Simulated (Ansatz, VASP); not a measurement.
# RuW3: VASP beside Ansatz

```xyz
4
Lattice="3.9743 0.0000 0.0000 0.0000 3.9743 0.0000 0.0000 0.0000 3.9743" Properties=species:S:1:pos:R:3 pbc="T T T"
Ru    0.0000    0.0000    0.0000
W     0.0000    1.9871    1.9871
W     1.9871    0.0000    1.9871
W     1.9871    1.9871    0.0000
```

Alike in both runs: functional PBE; k mesh 4 × 4 × 4; occupations gaussian, width 0.1 eV; no spin polarisation.

Ansatz relaxed the structure, and its values are those at the end. VASP's run is a single point on that final structure, the one shown.

|  | VASP | Ansatz |
| --- | --- | --- |
| version | VASP 6.6.1 | Ansatz 0.2.0 |
| potentials or method | VASP PAW PBE potentials, release 64 (Ru_pv, W_sv), cutoff 520 eV | scalar-relativistic, plane waves, PAW |
| valence electrons in the cell | 56 | 58 |

|  | VASP | Ansatz | Ansatz less VASP |
| --- | --- | --- | --- |
| gap on the k mesh at the Fermi level (eV) | none | none | - |
| pressure (GPa) | 0.4 | -0.1 | -0.48 |

A gap of «none» marks a metal or a gap that the smearing closes. The functional is the same, so the differences come from potentials, cutoffs and numerics. VASP's potentials hold 56 valence electrons a cell and Ansatz's 58, so a difference there can come from the potentials and not from the codes.

The k mesh is coarse, so the values compare programs but aren't converged. Neither program's run includes spin-orbit coupling.
